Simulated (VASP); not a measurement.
# Al: single point with r2SCAN

Al:

```
Al
1.0
     1.59902    1.59902    1.59902
    -1.59902    1.59902    1.59902
    -1.59902   -1.59902    1.59902
Al
1
Direct
  0.00000 0.00000 0.00000
```

```yaml
Program: VASP 6.6.1
Task: single point
Functional: r2SCAN
Potentials_or_basis: VASP PAW PBE potentials, release 64 (Al)
Cutoff: 520 eV
k_mesh: 10 × 10 × 10
Occupations: methfessel-paxton, width 0.1 eV
Spin: no spin polarisation
```

```json
{"Pressure": "-0.3 GPa"}
```

Levels at points of the mesh, in eV from the Fermi level:
| k point | band 1 | band 2 | band 3 | band 4 | band 5 | band 6 |
| --- | --- | --- | --- | --- | --- | --- |
| (0.00, 0.00, 0.00) | -11.87 | 14.15 | 14.15 | 14.15 | 16.11 | 16.11 |
| (0.50, 0.00, 0.00) | -4.70 | -3.97 | 8.75 | 8.95 | 10.75 | 12.39 |
| (0.50, 0.50, 0.50) | 2.07 | 2.07 | 2.07 | 3.00 | 3.00 | 6.64 |

It took 11 s on 1 thread of Intel(R) Xeon(R) 6975P-C (Granite Rapids), on a shared host, peak memory 0.13 GiB.

Caveat: the PAW data sets were made with another functional, which shifts forces and pressure a little.
